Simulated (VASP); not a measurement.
A run of VASP 6.6.1 is set up as follows.

The input INCAR:

```
SYSTEM = B15As8
PREC     = Accurate       ! precision mode
ENCUT    = 520            ! plane-wave cutoff, eV
EDIFF    = 1E-6           ! SCF threshold, eV
ISMEAR   = -1             ! smearing method
SIGMA    = 0.2482         ! smearing width, eV
LREAL    = Auto         
LASPH    = .TRUE.         ! aspherical terms in the spheres
NELM     = 60             ! most SCF steps
ALGO     = Normal         ! electronic algorithm
ISIF     = 2              ! what is computed and relaxed
LWAVE    = .FALSE.        ! write WAVECAR
LCHARG   = .FALSE.        ! write CHGCAR
GGA      = PE             ! functional
ISYM     = 0            
NBANDS   = 60             ! bands
```

Contents of KPOINTS:

```
Automatic mesh
0
Gamma
  1 1 1
  0.25 0.25 0.25
```

The input POSCAR:

```
B15As8
1.0
    6.7523970000     -0.0821590000     -0.0565340000
   -0.0821590000      6.5439730000      0.0455560000
   -0.0565340000      0.0455560000      7.1307640000
As B
8 15
Direct
    0.6597526080      0.9787623147      0.7467612107
    0.3682703339      0.7334591624      0.4038494794
    0.6190756278      0.2257837412      1.0137836587
   -0.1148476387      0.8193670898      0.3774501745
    0.0165084251      0.1786368266      0.7229068734
    0.1537139161      0.2323803560      0.3023357305
    0.3934524710      0.1853103819      0.5457135368
    0.6707260673      0.5456562276      0.5111634479
    0.4285002891      0.7580406145      0.8439029166
    0.4860214912      0.5183199089      0.1600349075
    0.5620323715      0.7734347459      0.0926535144
    0.7698382216      0.5478989934      0.1652892940
    1.0612974527      0.8068727865      0.0289184292
    1.0192177861      0.5460739273      0.7204732220
    0.6088055584      0.5517593195     -0.0349730736
    0.3093479453      0.7417650265      0.0402671901
    0.9591063134      0.5255521970      0.9435162993
    0.2767858174      0.4902059896      0.2073422967
    0.1860018239      0.6899356351      0.6069575040
    0.9095036369     -0.0028651437      0.0739382769
    0.1544110246      0.7311703686     -0.1817081205
    0.0505293178      0.5495426326      0.4816772313
    0.8785284025      0.4977413801      0.3381083175
```

Potentials or basis: VASP PAW PBE potentials, release 64 (As, B).

Command:

```console
$ cat potpaw_PBE.64/As/POTCAR potpaw_PBE.64/B/POTCAR > POTCAR
$ mpirun -np 1 vasp_std > vasp.out
```

(1) Estimate the pressure.

(2) What does it give for the largest force?

Results:

(1) 5.8 GPa.

(2) 5.841 eV/Å.

Caveat: the k points lie up to 0.96 Å⁻¹ apart.
